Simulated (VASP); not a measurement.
Write the native input for VASP 6.6.1 that does the following.

```
Task                   : single point
Functional             : PBEsol
Potentials or basis    : VASP PAW PBE potentials, release 64 (Zn)
Cutoff                 : 520 eV
k mesh                 : 22 × 22 × 22
Occupations            : gaussian, width 0.15 eV
Spin                   : no spin polarisation
Dipole correction      : no
Further INCAR settings : ALGO = Normal; EDIFF = 1e-07; NBANDS = 12
```

The structure of Zn lies in POSCAR:

```
Zn
1.0
   -1.5163398778      1.5163398778      1.5163398778
    1.5163398778     -1.5163398778      1.5163398778
    1.5163398778      1.5163398778     -1.5163398778
Zn
1
Direct
    0.0000000000      0.0000000000      0.0000000000
```

These files were run (other wordings do the same):

INCAR

```
PREC = Accurate
ENCUT = 520
EDIFF = 1E-7
ISMEAR = 0
SIGMA = 0.15
LREAL = False
LASPH = True
NELM = 60
ALGO = Normal
ISIF = 2
LWAVE = False
LCHARG = False
GGA = PS
NBANDS = 12
```

KPOINTS

```
Automatic mesh
0
Gamma
  22 22 22
```

Potentials or basis: VASP PAW PBE potentials, release 64 (Zn).

Launch:

```bash
$ cat potpaw_PBE.64/Zn/POTCAR > POTCAR
$ mpirun -np 1 vasp_std > vasp.out
```

It gave:

```json
{
 "Pressure": "2.9 GPa",
 "Band gap on the k mesh": "zero (band 6 reaches 8.02 eV, above the bottom of band 7 at 2.88 eV)"
}
```

Caveat: the PAW data sets were made with another functional, which shifts forces and pressure a little.

Run time: 22 s on 1 thread of Intel(R) Xeon(R) Platinum 8488C (Sapphire Rapids), with other jobs on the host, peak memory 0.16 GiB.
